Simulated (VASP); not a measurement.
A run of VASP 6.6.1:

Contents of INCAR:

```
PREC = Accurate
ENCUT = 600
EDIFF = 1E-6
ISMEAR = -1
SIGMA = 0.05
LREAL = False
LASPH = True
NELM = 80
ALGO = Fast
ISIF = 3
LWAVE = False
LCHARG = False
GGA = PE
IVDW = 13
IBRION = 2
NSW = 60
EDIFFG = -0.01
```

KPOINTS

```
regular mesh
0
Gamma
  8 8 8
```

Contents of POSCAR:

```
WAu
1.0
    0.0000000000      2.7479792600      2.7479792600
    2.7479792600      0.0000000000      2.7479792600
    2.7479792600      2.7479792600      0.0000000000
W Au
1 1
Direct
    0.0000000000      0.0000000000      0.0000000000
    0.7500000000      0.7500000000      0.7500000000
```

Potentials or basis: VASP PAW PBE potentials, release 64 (W_sv, Au).

The run is started by

```bash
$ cat potpaw_PBE.64/W_sv/POTCAR potpaw_PBE.64/Au/POTCAR > POTCAR
$ mpirun -np 1 vasp_std > vasp.out
```

Hardware: 1 thread of Intel(R) Xeon(R) Platinum 8259CL CPU @ 2.50GHz (Skylake/Cascade Lake) (shared host).

Task: How long does it take, and how much memory?

Result: Run time: 92 s on 1 thread of Intel(R) Xeon(R) Platinum 8259CL CPU @ 2.50GHz (Skylake/Cascade Lake), with other jobs on the host, peak memory 0.2 GiB. Counts: scf iterations 60, k points 29, ion steps 5.
